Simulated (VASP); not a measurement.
A run of VASP 6.6.1 is set up as follows.

Contents of INCAR:

```
SYSTEM = BeTe
ALGO = Normal ; EDIFF = 1E-7
EDIFFG = -0.05 ; ENCUT = 600
GGA = PE ; GGA_COMPAT = .FALSE.
IBRION = 2 ; ISIF = 3
ISMEAR = 0 ; LASPH = .TRUE.
LCHARG = .FALSE. ; LREAL = .FALSE.
LWAVE = .FALSE. ; NELM = 120
NELMIN = 4 ; NSW = 80
PREC = Accurate ; SIGMA = 0.1
```

The input KPOINTS:

```
k-points
0
G
  8 8 8
  0 0 0
```

File POSCAR:

```
BeTe
1.0
    0.0000000000      2.3037416220      2.3037416220
    2.3037416220      0.0000000000      2.3037416220
    2.3037416220      2.3037416220      0.0000000000
Be Te
1 1
Direct
    0.0000000000      0.0000000000      0.0000000000
    0.5000000000      0.5000000000      0.5000000000
```

Potentials or basis: VASP PAW PBE potentials, release 64 (Be, Te).

Command:

```sh
$ cat potpaw_PBE.64/Be/POTCAR potpaw_PBE.64/Te/POTCAR > POTCAR
$ mpirun -np 1 vasp_std > vasp.out
```

Estimate the relaxed cell.

a = 3.793 Å, b = 3.793 Å, c = 3.793 Å, α = 60.00°, β = 60.00°, γ = 60.00°.

Predict the relaxed volume.

19.30 Å³/atom.

What does it give for the band gap on the k mesh?

Zero (bands 4 and 5 overlap by 1.09 eV).

Final structure:
```
Be Te
1.0
     0.00000    2.68217    2.68217
     2.68217    0.00000    2.68217
     2.68217    2.68217    0.00000
Be Te
1 1
Cartesian
  5.3643 5.3643 5.3643
  2.6822 2.6822 2.6822
```

Caveat: the volume moved by over 15 % at a fixed basis, so the end points are rough; spin-orbit coupling is left out, which moves the levels of the heavy elements.
